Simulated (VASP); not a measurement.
# ZnCd3Se2 (P4/mmm) in VASP: a series of runs, part 2 of 2

VASP 6.6.1.

## 3. Single point, PBE

This run uses another cell than the first one, of 25.69 Å³/atom.

INCAR

```
ALGO = Normal
EDIFF = 1E-7
ENCUT = 520
GGA = PE
ISIF = 2
ISMEAR = 0
LASPH = T
LCHARG = F
LREAL = F
LWAVE = F
NBANDS = 39
NELM = 80
PREC = Accurate
SIGMA = 0.1
```

KPOINTS

```
k-points
0
Gamma
  10 10 4
```

POSCAR

```
ZnCd3Se2
1.0
    3.9908087219      0.0000000000      0.0000000000
    0.0000000000      3.9908087219      0.0000000000
    0.0000000000      0.0000000000      9.6790584089
Zn Cd Se
1 3 2
Direct
    0.5000000000      0.5000000000      0.5000000000
    0.0000000000      0.0000000000      0.0000000000
    0.0000000000      0.0000000000      0.6512673919
    0.0000000000      0.0000000000      0.3487326081
    0.5000000000      0.5000000000      0.7448327516
    0.5000000000      0.5000000000      0.2551672484
```

Potentials or basis: VASP PAW PBE potentials, release 64 (Zn, Cd, Se).

Command:

```sh
> cat potpaw_PBE.64/Zn/POTCAR potpaw_PBE.64/Cd/POTCAR potpaw_PBE.64/Se/POTCAR > POTCAR
> mpirun -np 1 vasp_std > vasp.out
```

OUTCAR:

```text
EDIFF = 1E-7
   ENCUT = 520
   GGA = PE
   ISIF = 2
   ISMEAR = 0
   LASPH = T
   LREAL = F
   NELM = 80
   PREC = Accurate

 ion  position               nearest neighbor table
   1  0.500  0.500  0.500-   5 2.37   6 2.37   3 3.18   4 3.18   3 3.18   4 3.18   3 3.18   4 3.18
                             3 3.18   4 3.18
   2  0.000  0.000  0.000-   3 3.38   4 3.38
   3  0.000  0.000  0.651-   4 2.93   5 2.96   5 2.96   5 2.96   5 2.96   1 3.18   1 3.18   1 3.18
                             1 3.18   2 3.38
   4  0.000  0.000  0.349-   3 2.93   6 2.96   6 2.96   6 2.96   6 2.96   1 3.18   1 3.18   1 3.18
                             1 3.18   2 3.38
   5  0.500  0.500  0.745-   1 2.37   3 2.96   3 2.96   3 2.96   3 2.96
   6  0.500  0.500  0.255-   1 2.37   4 2.96   4 2.96   4 2.96   4 2.96

  LATTYP: Found a simple tetragonal cell.
 ALAT       =     3.9908087219
 C/A-ratio  =     2.4253375903

  Lattice vectors:

 A1 = (   3.9908087219,   0.0000000000,   0.0000000000)
 A2 = (   0.0000000000,   3.9908087219,   0.0000000000)
 A3 = (   0.0000000000,   0.0000000000,   9.6790584089)

Analysis of symmetry for initial positions (statically):
=====================================================================
 Subroutine PRICEL returns:
 Original cell was already a primitive cell.

 Routine SETGRP: Setting up the symmetry group for a
 simple tetragonal supercell.

 Subroutine GETGRP returns: Found 16 space group operations
 (whereof 16 operations were pure point group operations)
 out of a pool of 16 trial point group operations.

The static configuration has the point symmetry D_4h.

Analysis of symmetry for dynamics (positions and initial velocities):
=====================================================================
 Subroutine PRICEL returns:
 Original cell was already a primitive cell.

 Routine SETGRP: Setting up the symmetry group for a
 simple tetragonal supercell.

 Subroutine GETGRP returns: Found 16 space group operations
 (whereof 16 operations were pure point group operations)
 out of a pool of 16 trial point group operations.

The dynamic configuration has the point symmetry D_4h.

 Subroutine INISYM returns: Found 16 space group operations
 (whereof 16 operations are pure point group operations),
 and found     1 'primitive' translations

----------------------------------------------------------------------------------------

                                     Primitive cell

  volume of cell :     154.1540

  direct lattice vectors                    reciprocal lattice vectors
     3.990808722  0.000000000  0.000000000     0.250575778  0.000000000  0.000000000
     0.000000000  3.990808722  0.000000000     0.000000000  0.250575778  0.000000000
     0.000000000  0.000000000  9.679058409     0.000000000  0.000000000  0.103315835

  length of vectors
     3.990808722  3.990808722  9.679058409     0.250575778  0.250575778  0.103315835

  position of ions in fractional coordinates (direct lattice)
     0.500000000  0.500000000  0.500000000
     0.000000000  0.000000000  0.000000000
     0.000000000  0.000000000  0.651267392
     0.000000000  0.000000000  0.348732608
[... 39 lines left out ...]
            Coordinates               Weight
  0.000000  0.000000  0.000000      1.000000
  0.100000  0.000000  0.000000      4.000000
  0.200000  0.000000  0.000000      4.000000
  0.300000  0.000000  0.000000      4.000000
  0.400000  0.000000  0.000000      4.000000
  0.500000  0.000000  0.000000      2.000000
[... 16 lines left out ...]
  0.100000  0.000000  0.250000      8.000000
  0.200000  0.000000  0.250000      8.000000
 [... further k-points ...]
   k-points           NKPTS =     63   k-points in BZ     NKDIM =     63   number of bands    NBANDS=     39
   number of dos      NEDOS =    301   number of ions     NIONS =      6
   total plane-waves  NPLWV =  64800
   dimension x,y,z NGX =    30 NGY =   30 NGZ =   72
   dimension x,y,z NGXF=    60 NGYF=   60 NGZF=  144
   ions per type =               1   3   2
   NGX,Y,Z   is equivalent  to a cutoff of  12.50, 12.50, 12.37 a.u.
   NGXF,Y,Z  is equivalent  to a cutoff of  24.99, 24.99, 24.73 a.u.
 SYSTEM =  unknown system
   PREC   = accura    normal or accurate (medium, high low for compatibility)
   ISTART =      0    job   : 0-new  1-cont  2-samecut
   ICHARG =      2    charge: 1-file 2-atom 10-const
   ISPIN  =      1    spin polarized calculation?
   LNONCOLLINEAR =      F non collinear calculations
   LSORBIT =      F    spin-orbit coupling
   LASPH  =      T    aspherical Exc in radial PAW
   ENCUT  =  520.0 eV  38.22 Ry    6.18 a.u.   7.42  7.42 18.00*2*pi/ulx,y,z
   NELM   =     80;   NELMIN=  2; NELMDL= -5     # of ELM steps
   EDIFF  = 0.1E-06   stopping-criterion for ELM
   LREAL  =      F    real-space projection
   EDIFFG = 0.1E-05   stopping-criterion for IOM
   NSW    =      0    number of steps for IOM
   IBRION =     -1    ionic relax: 0-MD 1-quasi-New 2-CG
   NFREE  =      0    steps in history (QN), initial steepest desc. (CG)
   ISIF   =      2    stress and relaxation
   ISYM   =      2    0-nonsym 1-usesym 2-fastsym
   POTIM  = 0.5000    time-step for ionic-motion
   TEBEG  =    0.0;   TEEND  =   0.0 temperature during run
   PSTRESS=    0.0 pullay stress
   NELECT =      60.0000    total number of electrons
   NUPDOWN=      -1.0000    fix difference up-down
   EMIN   =  10.00;   EMAX   =-10.00  energy-range for DOS
   EFERMI =   0.00;   METHOD = LEGACY
   ISMEAR =     0;   SIGMA  =   0.10  broadening in eV -4-tet -1-fermi 0-gaus
   EFERMI_NEDOS =   21; number of points for ismear=-14 and -15
   IALGO  =     38    algorithm
   IMIX   =      4    mixing-type and parameters
     AMIX     =   0.40;   BMIX     =  1.00
     AMIX_MAG =   1.60;   BMIX_MAG =  1.00
  volume/ion in A,a.u.               =      25.69       173.38
  Fermi-wavevector in a.u.,A,eV,Ry     =   1.195291  2.258772 19.438919  1.428720
  Thomas-Fermi vector in A             =   2.331260
   LORBIT       =      0    0 simple, 1 ext, 2 COOP (PROOUT), +10 PAW based schemes
   GGA     = PE    functional components
   LHFCALC =     F    Hartree Fock is set to
   AEXX    =    0.0000 exact exchange contribution
   IVDW    =     0    specifies the selected vdW correction
   LEPSILON=     F    determine dielectric tensor
   LRPA    =     F    only Hartree local field effects (RPA)
 non-spin polarized calculation
 Gauss-broadening in eV      SIGMA  =   0.10
  energy-cutoff  :      520.00
  volume of cell :      154.15
 maximum number of plane-waves:      4211
 NGX is ok and might be reduce to    30
   NGX = 15   NGY = 15   NGZ = 35

 number of electron      60.0000034 magnetization

 Free energy of the ion-electron system (eV)
  ---------------------------------------------------
  ext. energy  EPLUGINS =         0.00000000
  ---------------------------------------------------
  free energy    TOTEN  =       -11.12192308 eV

  energy without entropy =      -11.11827309  energy(sigma->0) =      -11.12009808

 E-fermi :   1.8202     XC(G=0):  -9.5267

 val. band max:        1.7870570698   @ k =   0.5000   0.4000   0.2500
 cond. band min:       1.8729526959   @ k =   0.1000   0.0000   0.0000
 fundamental gap:      0.0858956260
 Fermi energy:         1.8201563660

 k-point     1 :       0.0000    0.0000    0.0000
  band No.  band energies     occupation
      1     -11.6195      2.00000
      2     -11.3500      2.00000
      3      -7.0501      2.00000
      4      -6.8431      2.00000
      5      -6.7935      2.00000
      6      -6.7935      2.00000
[... 997 lines left out ...]
     38       8.3762      0.00000
     39       8.3949      0.00000

 [... further k-points ...]

------------------------ aborting loop because EDIFF is reached ----------------------------------------

  FORCE on cell =-STRESS in cart. coord.  units (eV):
  Direction    XX          YY          ZZ          XY          YZ          ZX
  --------------------------------------------------------------------------------------
  -------------------------------------------------------------------------------------
  Total        0.2047284      0.2047284      0.2110506      0.0000000     -0.0000000      0.0000000
  in kB        2.1278147      2.1278147      2.1935228      0.0000000     -0.0000000      0.0000000
  external PRESSURE =       2.1497174 kB  Pullay stress =       0.0000000 kB

 VOLUME and BASIS-vectors are now :
 -----------------------------------------------------------------------------
  energy-cutoff  :      520.00
  volume of cell :      154.15
      direct lattice vectors                 reciprocal lattice vectors
     3.990808722  0.000000000  0.000000000     0.250575778  0.000000000  0.000000000
     0.000000000  3.990808722  0.000000000     0.000000000  0.250575778  0.000000000
     0.000000000  0.000000000  9.679058409     0.000000000  0.000000000  0.103315835

 POSITION                                       TOTAL-FORCE (eV/Angst)
 -----------------------------------------------------------------------------------
      1.99540      1.99540      4.83953         0.000000     -0.000000      0.000000
      0.00000      0.00000      0.00000         0.000000     -0.000000      0.000000
      0.00000      0.00000      6.30366        -0.000000      0.000000     -0.000484
      0.00000      0.00000      3.37540         0.000000      0.000000      0.000484
      1.99540      1.99540      7.20928         0.000000      0.000000      0.041245
      1.99540      1.99540      2.46978         0.000000     -0.000000     -0.041245
 -----------------------------------------------------------------------------------
    total drift:                                0.000000      0.000000      0.000000

  FREE ENERGIE OF THE ION-ELECTRON SYSTEM (eV)
  ---------------------------------------------------
  free  energy   TOTEN  =       -11.1219230774 eV

  energy  without entropy=      -11.1182730926  energy(sigma->0) =      -11.12009808
```

OSZICAR:

```text
N       E                     dE             d eps       ncg     rms          rms(c)
DAV:   1     0.480389417613E+03    0.48039E+03   -0.28889E+04  4914   0.156E+03
DAV:   2     0.254523541308E+02   -0.45494E+03   -0.43565E+03  4970   0.394E+02
DAV:   3    -0.112174211301E+02   -0.36670E+02   -0.36062E+02  5658   0.113E+02
DAV:   4    -0.120901986084E+02   -0.87278E+00   -0.87136E+00  5404   0.157E+01
DAV:   5    -0.120964653244E+02   -0.62667E-02   -0.62660E-02  5576   0.130E+00    0.769E+00
DAV:   6    -0.111332066833E+02    0.96326E+00   -0.22869E+00  6105   0.193E+01    0.601E+00
DAV:   7    -0.111280949123E+02    0.51118E-02   -0.74347E-01  5573   0.765E+00    0.313E+00
DAV:   8    -0.111222231265E+02    0.58718E-02   -0.54782E-02  5701   0.229E+00    0.479E-01
DAV:   9    -0.111218304430E+02    0.39268E-03   -0.47604E-03  5412   0.621E-01    0.137E-01
DAV:  10    -0.111218801042E+02   -0.49661E-04   -0.79104E-04  5759   0.183E-01    0.625E-02
DAV:  11    -0.111219239400E+02   -0.43836E-04   -0.18906E-04  5391   0.105E-01    0.258E-02
DAV:  12    -0.111219226879E+02    0.12521E-05   -0.20411E-05  5544   0.397E-02    0.778E-03
DAV:  13    -0.111219231553E+02   -0.46735E-06   -0.40522E-06  5551   0.151E-02    0.225E-03
DAV:  14    -0.111219230774E+02    0.77885E-07   -0.71113E-07  5205   0.454E-03
   1 F= -.11121923E+02 E0= -.11120098E+02  d E =-.364998E-02
```

stdout:

```text
POSCAR found type information on POSCAR ZnCdSe
 POSCAR found :  3 types and       6 ions
 scaLAPACK will be used
 LDA part: xc-table for (Slater+PW92), standard interpolation
 POSCAR, INCAR and KPOINTS ok, starting setup
 FFT: planning ... GRIDC
 FFT: planning ... GRID_SOFT
 FFT: planning ... GRID
 WAVECAR not read
 entering main loop
```

Run time: 8 min. Hardware: 1 thread of AMD EPYC 7R13, shared host; peak memory 0.48 GiB.

What came out:

* Free energy: -11.1219 eV
* Pressure: 0.2 GPa
* Largest force: 0.041 eV/Å
* Band gap on the k mesh: zero (bands 30 and 31 overlap by 0.74 eV)

Forces in eV/Å, atoms in the order of the input:
```
Zn   0.000  0.000  0.000
Cd   0.000  0.000  0.000
Cd   0.000  0.000  0.000
Cd   0.000  0.000  0.000
Se   0.000  0.000  0.041
Se   0.000  0.000 -0.041
```

Levels at points of the mesh, in eV from the Fermi level:
```tsv
k point	band 27	band 28	band 29	band 30	band 31	band 32	band 33	band 34
(0.00, 0.00, 0.00)	-2.08	-1.54	-1.54	-0.70	0.28	1.26	3.97	3.97
(0.50, 0.00, 0.00)	-2.44	-0.98	-0.77	0.22	0.32	3.07	3.69	3.80
(0.50, 0.50, 0.00)	-3.25	-2.52	-2.48	-0.95	-0.36	0.90	0.90	2.31
(0.00, 0.00, 0.50)	-2.03	-1.60	-1.60	-1.23	0.99	1.35	3.37	4.12
(0.50, 0.00, 0.50)	-1.62	-0.97	-0.84	-0.78	1.52	1.97	3.36	3.64
(0.50, 0.50, 0.50)	-3.38	-2.60	-2.43	-1.58	1.36	1.38	1.38	1.68
```

Caveat: semilocal functionals underestimate gaps, and a narrow one can read as zero.

## 4. Single point, PBE

This run uses another cell than the first one, of 25.69 Å³/atom.

INCAR

```
SYSTEM = ZnCd3Se2
  PREC = Accurate
  ENCUT = 520
  EDIFF = 1E-7
  ISMEAR = 0
  SIGMA = 0.1
  LREAL = .False.
  LASPH = .True.
  NELM = 80
  ALGO = Normal
  ISIF = 2
  LWAVE = .False.
  LCHARG = .False.
  GGA = PE
  NBANDS = 39
```

KPOINTS

```
regular mesh
0
Gamma
  10 10 4
  0 0 0
```

POSCAR is that of step 3.

Command:

```sh
> cat potpaw_PBE.64/Zn/POTCAR potpaw_PBE.64/Cd/POTCAR potpaw_PBE.64/Se/POTCAR > POTCAR
> mpirun -np 1 vasp_std > vasp.out
```

It took 8.5 min on 1 thread of AMD EPYC 7R13, shared host; peak memory 0.48 GiB.

The run converged. Its results:

```
Free energy            : -11.1219 eV
Pressure               : 0.2 GPa
Largest force          : 0.041 eV/Å
Band gap on the k mesh : zero (bands 30 and 31 overlap by 0.74 eV)
```

Forces in eV/Å, atoms in the order of the input:
```
Zn   0.000  0.000  0.000
Cd   0.000  0.000  0.000
Cd   0.000  0.000  0.000
Cd   0.000  0.000  0.000
Se   0.000  0.000  0.041
Se   0.000  0.000 -0.041
```

Levels at points of the mesh, in eV from the Fermi level:
```csv
k point,band 27,band 28,band 29,band 30,band 31,band 32,band 33,band 34
"(0.00, 0.00, 0.00)",-2.08,-1.54,-1.54,-0.70,0.28,1.26,3.97,3.97
"(0.50, 0.00, 0.00)",-2.44,-0.98,-0.77,0.22,0.32,3.07,3.69,3.80
"(0.50, 0.50, 0.00)",-3.25,-2.52,-2.48,-0.95,-0.36,0.90,0.90,2.31
"(0.00, 0.00, 0.50)",-2.03,-1.60,-1.60,-1.23,0.99,1.35,3.37,4.12
"(0.50, 0.00, 0.50)",-1.62,-0.97,-0.84,-0.78,1.52,1.97,3.36,3.64
"(0.50, 0.50, 0.50)",-3.38,-2.60,-2.43,-1.58,1.36,1.38,1.38,1.68
```

Caveat: semilocal functionals underestimate gaps, and a narrow one can read as zero.

The gap in the log of VASP goes by the Fermi energy; the results here count the filled bands.